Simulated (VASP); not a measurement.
Here is a VASP 6.6.1 calculation.

File INCAR:

```
SYSTEM = Mo
  PREC = Accurate
  ENCUT = 520
  EDIFF = 1E-7
  ISMEAR = -1
  SIGMA = 0.1
  LREAL = .FALSE.
  LASPH = .TRUE.
  NELM = 80
  ALGO = Normal
  ISIF = 2
  LWAVE = .FALSE.
  LCHARG = .FALSE.
  LDIPOL = .TRUE.
  IDIPOL = 3
  DIPOL = 0.5 0.5 0.500
  GGA = PE
  NBANDS = 43
```

KPOINTS

```
Automatic mesh
0
G
  10 10 1
  0 0 0
```

The input POSCAR:

```
Mo
1.0
    4.4701026966      0.0000000000      0.0000000000
   -2.2350513483      3.8712224928      0.0000000000
    0.0000000000      0.0000000000     19.6498000000
Mo
5
Direct
    0.8333333333      0.1666666667      0.4205312813
    0.1666666667      0.8333333333      0.4571710423
    0.5000000000      0.5000000000      0.4999999845
    0.8333333333      0.1666666667      0.5428289628
    0.1666666667      0.8333333333      0.5794687290
```

Potentials or basis: VASP PAW PBE potentials, release 64 (Mo_sv).

Run with:

```console
$ cat potpaw_PBE.64/Mo_sv/POTCAR > POTCAR
$ mpirun -np 1 vasp_std > vasp.out
```

Predict the largest force.

0.069 eV/Å.

Forces in eV/Å, atoms in the order of the input:
```
Mo   0.000  0.000 -0.069
Mo   0.000  0.000 -0.062
Mo   0.000  0.000  0.000
Mo   0.000  0.000  0.062
Mo   0.000  0.000  0.069
```
